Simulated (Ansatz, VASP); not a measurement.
## Mn in VASP and in Ansatz

File INCAR:

```
  PREC = Accurate
  ENCUT = 520
  EDIFF = 1E-7
  ISMEAR = 0
  SIGMA = 0.15
  LREAL = F
  LASPH = T
  NELM = 60
  ALGO = Fast
  ISIF = 2
  LWAVE = F
  LCHARG = F
  GGA = PS
  NBANDS = 20
```

The input KPOINTS:

```
regular mesh
0
Gamma
  21 21 12
```

POSCAR

```
Mn
1.0
    2.4091363974      0.0000000000      0.0000000000
   -1.2045681987      2.0863733214      0.0000000000
    0.0000000000      0.0000000000      4.0865879250
Mn
2
Direct
    0.6666666667      0.3333333333      0.7500000000
    0.3333333333      0.6666666667      0.2500000000
```

Input for Ansatz:

```yaml
crystal:
  lattice:
    - [2.4091363974, 0.0, 0.0]
    - [-1.2045681987, 2.0863733214, 0.0]
    - [0.0, 0.0, 4.086587925]
  atoms:
    - { symbol: Mn, position: [0.6666666667, 0.3333333333, 0.75] }
    - { symbol: Mn, position: [0.3333333333, 0.6666666667, 0.25] }
basis:
  ecutwfc: 420
kpoints:
  mp_grid: { grid: [21, 21, 12] }
hamiltonian:
  xc: pbesol
scf:
  occupations: { method: gaussian, width: 0.15 }
output:
  forces: true
  stress: true
  eigenvalues: true
```

Change from the starting cell: strain -0.030 along x and y, +0.015 along z, atoms carried along.

Alike in both runs: task single point; functional PBEsol; k mesh 21 × 21 × 12; occupations gaussian, width 0.15 eV; no spin polarisation.

|  | VASP | Ansatz |
| --- | --- | --- |
| version | VASP 6.6.1 | Ansatz 0.2.0 |
| potentials or method | VASP PAW PBE potentials, release 64 (Mn_pv), cutoff 520 eV | scalar-relativistic, plane waves, PAW |
| valence electrons in the cell | 26 | 30 |

Ansatz gave:

| Quantity | Value |
| --- | --- |
| gap on the k mesh at the Fermi level (eV) | none |
| pressure (GPa) | 2.2 |
| traceless stress, the component that is largest in VASP (GPa) | -13.21 |

Problem. Which values does VASP return?

Solution. gap on the k mesh at the Fermi level (eV): none; pressure (GPa): 2.1; traceless stress, the component that is largest in VASP (GPa): -13.16.

VASP's potentials were made for PBE, not for PBEsol. A gap of «none» marks a metal or a gap that the smearing closes. VASP's potentials hold 26 valence electrons a cell and Ansatz's 30, so a difference there can come from the potentials and not from the codes.
